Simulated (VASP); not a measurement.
Write the native input for VASP 6.6.1 that does the following.

| Quantity | Value |
| --- | --- |
| Task | relaxation of cell and atoms |
| Functional | PBEsol |
| Potentials or basis | VASP PAW PBE potentials, release 64 (Mg, B) |
| Cutoff | 600 eV |
| k mesh | 15 × 15 × 12 |
| Occupations | fermi-dirac, width 0.1 eV |
| Spin | no spin polarisation |
| Target pressure | 6.15 GPa |
| Dipole correction | no |
| Further INCAR settings | ALGO = Normal; EDIFF = 1e-06; IBRION = 2; EDIFFG = -0.002; NSW = 80; ISIF = 3 |

The structure of MgB2 lies in POSCAR:

```
MgB2
1.0
    3.0312139152      0.0000000000      0.0000000000
   -1.5156069576      2.6251082548      0.0000000000
    0.0000000000      0.0000000000      3.4394284740
Mg B
1 2
Direct
    0.0000000000      0.0000000000      0.0000000000
    0.3333333333      0.6666666667      0.5000000000
    0.6666666667      0.3333333333      0.5000000000
```

The input as run:

INCAR

```
ALGO = Normal ; EDIFF = 1E-6
EDIFFG = -0.002 ; ENCUT = 600
GGA = PS ; IBRION = 2
ISIF = 3 ; ISMEAR = -1
LASPH = True ; LCHARG = False
LREAL = False ; LWAVE = False
NELM = 60 ; NSW = 80
PREC = Accurate ; PSTRESS = 61.5
SIGMA = 0.1
```

KPOINTS

```
k-points
0
Gamma
  15 15 12
```

Potentials or basis: VASP PAW PBE potentials, release 64 (Mg, B).

Run with:

```bash
$ cat potpaw_PBE.64/Mg/POTCAR potpaw_PBE.64/B/POTCAR > POTCAR
$ mpirun -np 1 vasp_std > vasp.out
```

It gave:

```json
{"Relaxed volume": "9.12 Å³/atom", "Relaxed cell": "a = 3.033 Å, b = 3.033 Å, c = 3.433 Å, α = 90.00°, β = 90.00°, γ = 120.00°", "Space group after relaxing (to 0.1 Å)": "P6/mmm (No. 191)", "Energy change on relaxing (the run minimises the enthalpy)": "+0.1 meV/atom", "Ionic steps": "5", "Pressure after relaxing": "6.2 GPa", "Band gap on the k mesh": "zero (bands 4 and 5 overlap by 4.04 eV)"}
```

Caveat: the cell is relaxed towards a set pressure, so the run minimises the enthalpy, not the energy; the PAW data sets were made with another functional, which shifts forces and pressure a little.

Wall time 2.4 min on 1 thread of Intel Xeon 8259CL, on a shared host, peak memory 0.2 GiB.
